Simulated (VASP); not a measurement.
Runs of VASP 6.6.1 on HfN. The structure is that of space group F-43m (No. 216), or close to it. The cells are those of the table. 

| cell | gap on the mesh (eV) | pressure (GPa) |
| --- | --- | --- |
| a = 3.542, b = 3.542, c = 3.472 Å, angles 60.7, 60.7, 58.7°, 2 atoms | none | (a) |
| a = 3.611 Å, angles 60.0°, 2 atoms | none | (b) |
| a = 3.681, b = 3.681, c = 3.611 Å, angles 60.6, 60.6, 58.7°, 2 atoms | none | -26.4 |
| a = 3.194 Å, angles 60.0°, 2 atoms | none | 71.8 |
| a = 3.749 Å, angles 60.0°, 2 atoms | none | -31.6 |
| a = 3.264, b = 3.264, c = 3.194 Å, angles 60.7, 60.7, 58.6°, 2 atoms | none | 53.0 |
| a = 3.403, b = 3.403, c = 3.333 Å, angles 60.7, 60.7, 58.6°, 2 atoms | none | (c) |
| a = 3.333 Å, angles 60.0°, 2 atoms | none | 23.3 |

Alike in all rows: task single point; level PBEsol; potentials or basis VASP PAW PBE potentials, release 64 (Hf_pv, N); no spin polarisation; k mesh 16 × 16 × 16; cutoff (eV) 520; smearing gaussian 0.15 eV.

Task: Fill in the values left out.

Result: (a) -12.6; (b) -22.8; (c) 11.8.

Caveats: the PAW data sets were made with another functional, which shifts forces and pressure a little; spin-orbit coupling is left out, which moves the levels of the heavy elements.

A k mesh can miss the band edges, and the runs leave out spin-orbit coupling on Hf.

A gap of «none» marks levels without a gap at the run's occupations.
